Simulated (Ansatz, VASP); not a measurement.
**Al2O3 in VASP and in Ansatz**

```
Al O
1.0
     2.37941    1.37375    4.33164
    -2.37941    1.37375    4.33164
     0.00000   -2.74751    4.33164
Al O
4 6
Direct
  0.35191 0.35191 0.35191
  0.14809 0.14809 0.14809
  0.64809 0.64809 0.64809
  0.85191 0.85191 0.85191
  0.55637 0.94363 0.25000
  0.25000 0.55637 0.94363
  0.94363 0.25000 0.55637
  0.44363 0.05637 0.75000
  0.75000 0.44363 0.05637
  0.05637 0.75000 0.44363
```

Alike in both runs: functional r2SCAN; k mesh 5 × 5 × 5; no spin polarisation.

Ansatz relaxed the structure, and its values are those at the end. VASP's run is a single point on that final structure, the one shown.

```csv
,VASP,Ansatz
version,VASP 6.6.1,Ansatz 0.2.0
potentials or method,"VASP PAW PBE potentials, release 64 (Al, O)","scalar-relativistic, plane waves, PAW"
plane-wave cutoff (eV),520,500
occupations,"gaussian, width 0.01 eV",fixed
valence electrons in the cell,48,48
```

Ansatz gave:

* gap on the k mesh at the Fermi level (eV): 7.14
* least direct gap on the mesh (eV): 7.14
* pressure (GPa): 0.0
* rms of the force components (eV/Å): 0.000

Estimate VASP's values.

gap on the k mesh at the Fermi level (eV): 7.16; least direct gap on the mesh (eV): 7.16; pressure (GPa): -0.5; rms of the force components (eV/Å): 0.009.

VASP's potentials were made for PBE, not for r2SCAN.
